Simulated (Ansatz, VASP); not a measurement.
## One calculation of ZnSnN2, two programs

```
Zn Sn N
1.0
     1.58369    0.91434    5.25281
    -1.58369    0.91434    5.25281
     0.00000   -1.82868    5.25281
Zn Sn N
1 1 2
Direct
  0.00000 0.00000 0.00000
  0.50000 0.50000 0.50000
  0.24583 0.24583 0.24583
  0.75417 0.75417 0.75417
```

Change from the starting cell: uniaxial_z strain +2.0%.

Alike in both runs: task single point; functional r2SCAN; k mesh 10 × 10 × 10; no spin polarisation.

|  | VASP | Ansatz |
| --- | --- | --- |
| version | VASP 6.6.1 | Ansatz 0.2.0 |
| potentials or method | VASP PAW PBE potentials, release 64 (Zn, Sn_d, N) | plane waves, PAW |
| plane-wave cutoff (eV) | 520 | 500 |
| occupations | gaussian, width 0.01 eV | fixed |
| valence electrons in the cell | 36 | 36 |

|  | VASP | Ansatz | Ansatz less VASP |
| --- | --- | --- | --- |
| gap on the k mesh at the Fermi level (eV) | 1.11 | 1.08 | -0.030 |
| pressure (GPa) | -2.4 | -3.2 | -0.81 |
| traceless stress, the component that is largest in VASP (GPa) | -3.53 | -3.55 | -0.019 |
| rms of the force components (eV/Å) | 0.007 | 0.000 | -0.0072 |

VASP's potentials were made for PBE, not for r2SCAN. Atom by atom the forces differ by 0.007 eV/Å (rms over components).
